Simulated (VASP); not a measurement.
**AlRu4: single point with PBE**

Crystal: AlRu4.

```
Al Ru
1.0
     2.75471    0.00000    0.00000
    -1.37735    2.38565    0.00000
     0.00000    0.00000   10.56506
Al Ru
1 4
Direct
  0.00000 0.00000 0.00000
  0.33333 0.66667 0.20048
  0.66667 0.33333 0.79952
  0.66667 0.33333 0.40113
  0.33333 0.66667 0.59887
```

```
Program             : VASP 6.6.1
Task                : single point
Functional          : PBE
Potentials or basis : VASP PAW PBE potentials, release 64 (Al, Ru_pv)
Cutoff              : 520 eV
k mesh              : 7 × 7 × 2
Occupations         : gaussian, width 0.2 eV
Spin                : no spin polarisation
```

```
Pressure      : -0.1 GPa
Largest force : 0.008 eV/Å
```

Forces on the atoms (eV/Å):
```
Al   0.000  0.000  0.000
Ru   0.000  0.000  0.000
Ru   0.000  0.000  0.000
Ru   0.000  0.000 -0.008
Ru   0.000  0.000  0.008
```

Stress tensor (GPa, compression positive):
```
-0.08  0.00  0.00
 0.00 -0.08  0.00
 0.00  0.00 -0.22
```

Levels at points of the mesh, in eV from the Fermi level:
```
           k point  band 26  band 27  band 28  band 29  band 30  band 31  band 32  band 33
(0.00, 0.00, 0.00)    -1.98    -1.98    -1.40    -0.99    -0.99    -0.16     0.02     0.02
(0.00, 0.00, 0.50)    -2.09    -1.98    -1.98    -0.97    -0.97    -0.02    -0.02     0.67
```

It took 21 s on 1 thread of Intel(R) Xeon(R) 6975P-C (Granite Rapids), on a shared host, peak memory 0.19 GiB.

Caveat: the k points lie up to 0.38 Å⁻¹ apart.
